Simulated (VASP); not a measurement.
Runs of VASP 6.6.1 on Te. The structure is that of space group R-3m (No. 166), or close to it. The cells are those of the table. 

| cell | gap on the mesh (eV) | pressure (GPa) |
| --- | --- | --- |
| a = 3.194 Å, angles 99.3°, 1 atom | none | -0.2 |
| a = 3.171 Å, angles 96.8°, 1 atom | none | 0.9 |
| a = 3.150 Å, angles 87.1°, 1 atom | none | (a) |
| a = 3.161 Å, angles 95.4°, 1 atom | none | 1.4 |

Alike in all rows: task single point; level r2SCAN; potentials or basis VASP PAW PBE potentials, release 64 (Te); no spin polarisation; k mesh 18 × 18 × 18; cutoff (eV) 520; smearing gaussian 0.15 eV.

**Question.** Fill in the values left out.

**Answer.** (a) 2.1.

Caveats: the PAW data sets were made with another functional, which shifts forces and pressure a little; spin-orbit coupling is left out, which moves the levels of the heavy elements.

A k mesh can miss the band edges, and the runs leave out spin-orbit coupling on Te.

A gap of «none» marks levels without a gap at the run's occupations.
